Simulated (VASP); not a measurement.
**Be: relaxation of shape and atoms at fixed volume with PBE+D3(BJ)**

The system is Be.

```
Be
1.0
     2.16830    0.00000    0.00000
    -1.08415    1.87781    0.00000
     0.00000    0.00000    3.43082
Be
2
Direct
  0.33333 0.66667 0.25000
  0.66667 0.33333 0.75000
```

```json
{"Program": "VASP 6.6.1", "Task": "relaxation of shape and atoms at fixed volume", "Functional": "PBE", "Dispersion": "D3(BJ)", "Potentials or basis": "VASP PAW PBE potentials, release 64 (Be)", "Cutoff": "600 eV", "k mesh": "21 × 21 × 12", "Occupations": "gaussian, width 0.1 eV", "Spin": "no spin polarisation", "Dipole correction": "no", "Further INCAR settings": "ALGO = Normal; EDIFF = 1e-06; IBRION = 2; EDIFFG = -0.01; NSW = 50; ISIF = 4"}
```

* Energy gained by relaxing: 0.0 meV/atom
* Ionic steps: 2
* Pressure after relaxing: 9.4 GPa
* Band gap on the k mesh: zero (bands 2 and 3 overlap by 2.21 eV)
* Dispersion energy per atom: -0.404 eV

Final structure:
```cif
data_structure
_symmetry_space_group_name_H-M 'P 1'
_symmetry_Int_Tables_number 1
_cell_length_a 2.1672
_cell_length_b 2.1672
_cell_length_c 3.4342
_cell_angle_alpha 90.000
_cell_angle_beta 90.000
_cell_angle_gamma 120.000
_cell_volume 13.97
loop_
_atom_site_label
_atom_site_type_symbol
_atom_site_fract_x
_atom_site_fract_y
_atom_site_fract_z
_atom_site_occupancy
Be1 Be 0.33333 0.66667 0.25000 1
Be2 Be 0.66667 0.33333 0.75000 1
```

Levels at points of the mesh, in eV from the Fermi level:
```tsv
k point	band 1	band 2	band 3	band 4	band 5	band 6
(0.00, 0.00, 0.00)	-12.09	-5.02	1.40	17.72	17.72	20.78
(0.00, 0.00, 0.50)	-9.85	-9.85	11.53	11.53	19.52	19.52
```

It took 12 s on 1 thread of Intel(R) Xeon(R) 6975P-C (Granite Rapids), with other jobs on the host, peak memory 0.15 GiB.
